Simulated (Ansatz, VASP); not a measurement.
**As in VASP and in Ansatz**

```
CELL_PARAMETERS angstrom
2.52911 0.00000 0.00000
-1.26455 2.19027 0.00000
0.00000 0.00000 2.35359
ATOMIC_POSITIONS crystal
As 0.00000 0.00000 0.00000
```

Change from the starting cell: volume scaled by 0.65, LAPW.

Alike in both runs: task single point; functional PBE; k mesh 15 × 15 × 14; occupations fermi-dirac, width 0.05 eV; no spin polarisation.

|  | VASP | Ansatz |
| --- | --- | --- |
| version | VASP 6.6.1 | Ansatz 0.2.0 |
| potentials or method | VASP PAW PBE potentials, release 64 (As), cutoff 520 eV | all-electron LAPW, scalar-relativistic |

|  | VASP | Ansatz | Ansatz less VASP |
| --- | --- | --- | --- |
| pressure (GPa) | 87.4 | 85.1 | -2.26 |
| traceless stress, the component that is largest in VASP (GPa) | 0.50 | 0.18 | -0.322 |

Both programs put the cell under a high pressure, so it lies far from rest at this level. Ansatz ran all-electron here, and VASP with PAW potentials.

Noted on VASP's run: the cell as given lies far from equilibrium.
